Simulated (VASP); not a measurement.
# PbS (P6_3mc) in VASP: further runs

Runs on PbS. Level: r2SCAN. Tasks: single point.

Everything below comes from runs of VASP 6.6.1. Logs are shortened: lines on timing, memory, paths and dates and some standing lists are left out, and cuts for length are marked.

## Step 1: The cell of the first run

The structure is hexagonal, space group P6_3mc (No. 186). The conventional cell has a = 4.997 Å, b = 4.997 Å, c = 5.998 Å, α = 90.00°, β = 90.00°, γ = 120.00°. Pb (site symmetry 3m) has 5 S at 2.89 to 3.02 Å within 3.8 Å. Within 3.8 Å of S (site symmetry 3m) lie 5 Pb at 2.89 to 3.02 Å.

## Step 2: Single point, r2SCAN

POSCAR reads:

```
PbS
1.0
    4.9970307003      0.0000000000      0.0000000000
   -2.4985153501      4.3275555300      0.0000000000
    0.0000000000      0.0000000000      5.9976965852
Pb S
2 2
Direct
    0.3333333333      0.6666666667     -0.0640827495
    0.6666666667      0.3333333333      0.4359172505
    0.3333333333      0.6666666667      0.4390827495
    0.6666666667      0.3333333333      0.9390827495
```

INCAR.step1 reads:

```
PREC = Accurate
ENCUT = 520
ISMEAR = 0
SIGMA = 0.01
LREAL = False
LASPH = True
NELM = 60
NBANDS = 28
GGA = PE
ALGO = Normal
EDIFF = 1E-4
LWAVE = True
LCHARG = False
```

INCAR.step2 reads:

```
PREC = Accurate
ENCUT = 520
EDIFF = 1E-6
ISMEAR = 0
SIGMA = 0.01
LREAL = False
LASPH = True
NELM = 60
ALGO = Normal
ISIF = 2
LWAVE = False
LCHARG = False
METAGGA = R2SCAN
LMIXTAU = True
NBANDS = 28
ISTART = 1
```

KPOINTS reads:

```
regular mesh
0
Gamma
  6 6 4
```

Potentials or basis: VASP PAW PBE potentials, release 64 (Pb_d, S).

The run is started by

```sh
$ cat potpaw_PBE.64/Pb_d/POTCAR potpaw_PBE.64/S/POTCAR > POTCAR
$ cp INCAR.step1 INCAR
$ mpirun -np 1 vasp_std > vasp.out
$ cp INCAR.step2 INCAR
$ mpirun -np 1 vasp_std > vasp.out
```

OUTCAR:

```text
PREC = Accurate
   ENCUT = 520
   EDIFF = 1E-6
   ISMEAR = 0
   LREAL = False
   LASPH = True
   NELM = 60
   ISIF = 2
   METAGGA = R2SCAN
   ISTART = 1

 ion  position               nearest neighbor table
   1  0.333  0.667  0.936-   4 2.89   4 2.89   4 2.89   3 2.98   3 3.02
   2  0.667  0.333  0.436-   3 2.89   3 2.89   3 2.89   4 2.98   4 3.02
   3  0.333  0.667  0.439-   2 2.89   2 2.89   2 2.89   1 2.98   1 3.02
   4  0.667  0.333  0.939-   1 2.89   1 2.89   1 2.89   2 2.98   2 3.02

  LATTYP: Found a hexagonal cell.
 ALAT       =     4.9970307003
 C/A-ratio  =     1.2002520987

  Lattice vectors:

 A1 = (   4.9970307003,   0.0000000000,   0.0000000000)
 A2 = (  -2.4985153501,   4.3275555300,   0.0000000000)
 A3 = (   0.0000000000,   0.0000000000,   5.9976965852)

Analysis of symmetry for initial positions (statically):
=====================================================================
 Subroutine PRICEL returns:
 Original cell was already a primitive cell.

 Routine SETGRP: Setting up the symmetry group for a
 hexagonal supercell.

 Subroutine GETGRP returns: Found 12 space group operations
 (whereof  6 operations were pure point group operations)
 out of a pool of 24 trial point group operations.

The static configuration has the point symmetry C_3v.
 The point group associated with its full space group is C_6v.

Analysis of symmetry for dynamics (positions and initial velocities):
=====================================================================
 Subroutine PRICEL returns:
 Original cell was already a primitive cell.

 Routine SETGRP: Setting up the symmetry group for a
 hexagonal supercell.

 Subroutine GETGRP returns: Found 12 space group operations
 (whereof  6 operations were pure point group operations)
 out of a pool of 24 trial point group operations.

The dynamic configuration has the point symmetry C_3v.
 The point group associated with its full space group is C_6v.

 Subroutine INISYM returns: Found 12 space group operations
 (whereof  6 operations are pure point group operations),
 and found     1 'primitive' translations

----------------------------------------------------------------------------------------

                                     Primitive cell

  volume of cell :     129.6998

  direct lattice vectors                    reciprocal lattice vectors
     4.997030700  0.000000000  0.000000000     0.200118843  0.115538668  0.000000000
    -2.498515350  4.327555530  0.000000000     0.000000000  0.231077335  0.000000000
     0.000000000  0.000000000  5.997696585     0.000000000  0.000000000  0.166730675

  length of vectors
     4.997030700  4.997030700  5.997696585     0.231077335  0.231077335  0.166730675

  position of ions in fractional coordinates (direct lattice)
     0.333333333  0.666666667  0.935917250
     0.666666667  0.333333333  0.435917250
     0.333333333  0.666666667  0.439082750
     0.666666667  0.333333333  0.939082750

  ion indices of the primitive-cell ions
   primitive index   ion index
                 1           1
                 2           2
                 3           3
                 4           4

----------------------------------------------------------------------------------------

 KPOINTS: regular mesh

Automatic generation of k-mesh.
 Grid dimensions read from file:
 generate k-points for:    6    6    4

 Generating k-lattice:

  Cartesian coordinates                     Fractional coordinates (reciprocal lattice)
     0.033353140  0.019256445  0.000000000     0.166666667  0.000000000  0.000000000
     0.000000000  0.038512889  0.000000000     0.000000000  0.166666667  0.000000000
     0.000000000  0.000000000  0.041682669     0.000000000  0.000000000  0.250000000

  Length of vectors
     0.038512889  0.038512889  0.041682669

  Shift w.r.t. Gamma in fractional coordinates (k-lattice)
     0.000000000  0.000000000  0.000000000

 Subroutine IBZKPT returns following result:
 ===========================================

 Found     21 irreducible k-points:

 Following reciprocal coordinates:
            Coordinates               Weight
  0.000000  0.000000  0.000000      1.000000
  0.166667 -0.000000  0.000000      6.000000
  0.333333  0.000000  0.000000      6.000000
  0.500000  0.000000  0.000000      3.000000
  0.166667  0.166667  0.000000      6.000000
  0.333333  0.166667  0.000000     12.000000
[... 13 lines left out ...]
  0.333333  0.166667  0.500000     12.000000
  0.333333  0.333333  0.500000      2.000000
   k-points           NKPTS =     21   k-points in BZ     NKDIM =     21   number of bands    NBANDS=     28
   number of dos      NEDOS =    301   number of ions     NIONS =      4
   total plane-waves  NPLWV =  76800
   dimension x,y,z NGX =    40 NGY =   40 NGZ =   48
   dimension x,y,z NGXF=    80 NGYF=   80 NGZF=   96
   ions per type =               2   2
   NGX,Y,Z   is equivalent  to a cutoff of  13.31, 13.31, 13.30 a.u.
   NGXF,Y,Z  is equivalent  to a cutoff of  26.62, 26.62, 26.61 a.u.
 SYSTEM =  unknown system
   PREC   = accura    normal or accurate (medium, high low for compatibility)
   ISTART =      1    job   : 0-new  1-cont  2-samecut
   ICHARG =      0    charge: 1-file 2-atom 10-const
   ISPIN  =      1    spin polarized calculation?
   LNONCOLLINEAR =      F non collinear calculations
   LSORBIT =      F    spin-orbit coupling
   LASPH  =      T    aspherical Exc in radial PAW
   ENCUT  =  520.0 eV  38.22 Ry    6.18 a.u.   9.29  9.29 11.15*2*pi/ulx,y,z
   NELM   =     60;   NELMIN=  2; NELMDL=  0     # of ELM steps
   EDIFF  = 0.1E-05   stopping-criterion for ELM
   LREAL  =      F    real-space projection
   EDIFFG = 0.1E-04   stopping-criterion for IOM
   NSW    =      0    number of steps for IOM
   IBRION =     -1    ionic relax: 0-MD 1-quasi-New 2-CG
   NFREE  =      0    steps in history (QN), initial steepest desc. (CG)
   ISIF   =      2    stress and relaxation
   ISYM   =      2    0-nonsym 1-usesym 2-fastsym
   POTIM  = 0.5000    time-step for ionic-motion
   TEBEG  =    0.0;   TEEND  =   0.0 temperature during run
   PSTRESS=    0.0 pullay stress
   NELECT =      40.0000    total number of electrons
   NUPDOWN=      -1.0000    fix difference up-down
   EMIN   =  10.00;   EMAX   =-10.00  energy-range for DOS
   EFERMI =   0.00;   METHOD = LEGACY
   ISMEAR =     0;   SIGMA  =   0.01  broadening in eV -4-tet -1-fermi 0-gaus
   EFERMI_NEDOS =   21; number of points for ismear=-14 and -15
   IALGO  =     38    algorithm
   IMIX   =      4    mixing-type and parameters
     AMIX     =   0.40;   BMIX     =  1.00
     AMIX_MAG =   1.60;   BMIX_MAG =  1.00
  volume/ion in A,a.u.               =      32.42       218.81
  Fermi-wavevector in a.u.,A,eV,Ry     =   1.106068  2.090165 16.645179  1.223386
  Thomas-Fermi vector in A             =   2.242564
   LORBIT       =      0    0 simple, 1 ext, 2 COOP (PROOUT), +10 PAW based schemes
   METAGGA = R2SCAN    functional components
   LHFCALC =     F    Hartree Fock is set to
   AEXX    =    0.0000 exact exchange contribution
   IVDW    =     0    specifies the selected vdW correction
   LEPSILON=     F    determine dielectric tensor
   LRPA    =     F    only Hartree local field effects (RPA)
 non-spin polarized calculation
 Gauss-broadening in eV      SIGMA  =   0.01
  energy-cutoff  :      520.00
  volume of cell :      129.70
 maximum number of plane-waves:      3508
 NGX is ok and might be reduce to    40
   NGX = 19   NGY = 19   NGZ = 23

 number of electron      39.9999997 magnetization

 Free energy of the ion-electron system (eV)
  ---------------------------------------------------
  ext. energy  EPLUGINS =         0.00000000
  ---------------------------------------------------
  free energy    TOTEN  =      -130.74705221 eV

  energy without entropy =     -130.74705221  energy(sigma->0) =     -130.74705221

 E-fermi :   3.6007     XC(G=0):  -8.9609

 val. band max:        3.5582882527   @ k =   0.3333   0.3333   0.5000
 cond. band min:       5.2872064973   @ k =   0.3333   0.3333   0.5000
 fundamental gap:      1.7289182446
 Fermi energy:         3.6006571092

 k-point     1 :       0.0000    0.0000    0.0000
  band No.  band energies     occupation
      1     -13.8271      2.00000
      2     -13.7180      2.00000
      3     -13.7180      2.00000
      4     -13.7179      2.00000
      5     -13.7179      2.00000
      6     -13.7155      2.00000
[... 20 lines left out ...]
     27       9.4708      0.00000
     28      10.7180      0.00000

 k-point     2 :       0.1667   -0.0000    0.0000
  band No.  band energies     occupation
      1     -13.8246      2.00000
      2     -13.7291      2.00000
      3     -13.7179      2.00000
      4     -13.7173      2.00000
      5     -13.7146      2.00000
      6     -13.7126      2.00000
[... 20 lines left out ...]
     27       9.8022      0.00000
     28      10.3434      0.00000

 k-point     3 :       0.3333    0.0000    0.0000
  band No.  band energies     occupation
      1     -13.8180      2.00000
      2     -13.7507      2.00000
      3     -13.7215      2.00000
      4     -13.7128      2.00000
      5     -13.7121      2.00000
      6     -13.7020      2.00000
[... 20 lines left out ...]
     27       9.8989      0.00000
     28      10.7481      0.00000

 k-point     4 :       0.5000    0.0000    0.0000
  band No.  band energies     occupation
      1     -13.8128      2.00000
      2     -13.7630      2.00000
      3     -13.7232      2.00000
      4     -13.7104      2.00000
      5     -13.7102      2.00000
      6     -13.6976      2.00000
[... 485 lines left out ...]
     27      11.2049      0.00000
     28      11.2049      0.00000

 k-point    20 :       0.3333    0.1667    0.5000
  band No.  band energies     occupation
      1     -13.7475      2.00000
      2     -13.7475      2.00000
      3     -13.7191      2.00000
      4     -13.7191      2.00000
      5     -13.7136      2.00000
      6     -13.7136      2.00000
[... 20 lines left out ...]
     27      10.7502      0.00000
     28      10.7502      0.00000

 k-point    21 :       0.3333    0.3333    0.5000
  band No.  band energies     occupation
      1     -13.7436      2.00000
      2     -13.7436      2.00000
      3     -13.7228      2.00000
      4     -13.7228      2.00000
      5     -13.7105      2.00000
      6     -13.7105      2.00000
[... 20 lines left out ...]
     27      10.6542      0.00000
     28      10.6542      0.00000

------------------------ aborting loop because EDIFF is reached ----------------------------------------

  FORCE on cell =-STRESS in cart. coord.  units (eV):
  Direction    XX          YY          ZZ          XY          YZ          ZX
  --------------------------------------------------------------------------------------
  -------------------------------------------------------------------------------------
  Total       -0.0148272     -0.0148272     -0.0367420     -0.0000000      0.0000000      0.0000000
  in kB       -0.1831597     -0.1831597     -0.4538730     -0.0000000      0.0000000      0.0000000
  external PRESSURE =      -0.2733975 kB  Pullay stress =       0.0000000 kB

 VOLUME and BASIS-vectors are now :
 -----------------------------------------------------------------------------
  energy-cutoff  :      520.00
  volume of cell :      129.70
      direct lattice vectors                 reciprocal lattice vectors
     4.997030700  0.000000000  0.000000000     0.200118843  0.115538668  0.000000000
    -2.498515350  4.327555530  0.000000000     0.000000000  0.231077335  0.000000000
     0.000000000  0.000000000  5.997696585     0.000000000  0.000000000  0.166730675

 POSITION                                       TOTAL-FORCE (eV/Angst)
 -----------------------------------------------------------------------------------
     -0.00000      2.88504      5.61335         0.000000     -0.000000      0.001210
      2.49852      1.44252      2.61450        -0.000000      0.000000      0.001210
     -0.00000      2.88504      2.63349        -0.000000      0.000000     -0.001210
      2.49852      1.44252      5.63233        -0.000000      0.000000     -0.001210
 -----------------------------------------------------------------------------------
    total drift:                               -0.000000      0.000000     -0.000026

  FREE ENERGIE OF THE ION-ELECTRON SYSTEM (eV)
  ---------------------------------------------------
  free  energy   TOTEN  =      -130.7470522144 eV

  energy  without entropy=     -130.7470522144  energy(sigma->0) =     -130.74705221
```

Run time: 2.1 min. Hardware: 1 thread of Intel Xeon 6975P-C (Granite Rapids), shared host; peak memory 0.31 GiB.

Results:

```yaml
Free_energy: -130.7471 eV
Pressure: 0.0 GPa
Band_gap_on_the_k_mesh: 1.73 eV, direct
```

Caveat: the PAW data sets were made with another functional, which shifts forces and pressure a little; spin-orbit coupling is left out, which moves the levels of the heavy elements. A k mesh can miss the band edges.

(Part 1 of 2 ends here.)
